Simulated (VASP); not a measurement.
A run of VASP 6.6.1 is set up as follows.

Contents of INCAR:

```
PREC = Accurate ; ENCUT = 520
EDIFF = 1E-6 ; ISMEAR = 0
SIGMA = 0.15 ; LREAL = False
LASPH = True ; NELM = 60
ALGO = Normal ; ISIF = 2
LWAVE = False ; LCHARG = False
GGA = PE ; IVDW = 12
NBANDS = 20
```

File KPOINTS:

```
Automatic mesh
0
Gamma
  18 18 18
```

POSCAR

```
MoS2
1.0
    1.5881935639      0.9169439817      5.7989186687
   -1.5881935639      0.9169439817      5.7989186687
    0.0000000000     -1.8338879633      5.7989186687
Mo S
1 2
Direct
    0.0000000000      0.0000000000      0.0000000000
    0.7563304588      0.7563304588      0.7563304588
    0.2436695412      0.2436695412      0.2436695412
```

Potentials or basis: VASP PAW PBE potentials, release 64 (Mo_sv, S).

The run is started by

```sh
$ cat potpaw_PBE.64/Mo_sv/POTCAR potpaw_PBE.64/S/POTCAR > POTCAR
$ mpirun -np 1 vasp_std > vasp.out
```

**Question.** Estimate the band gap on the k mesh.

**Answer.** Zero (bands 13 and 14 overlap by 0.71 eV).

**Question.** Estimate the pressure.

**Answer.** 0.8 GPa.

Forces on the atoms (eV/Å):
```
Mo   0.000  0.000  0.000
S    0.000  0.000  0.251
S    0.000  0.000 -0.251
```
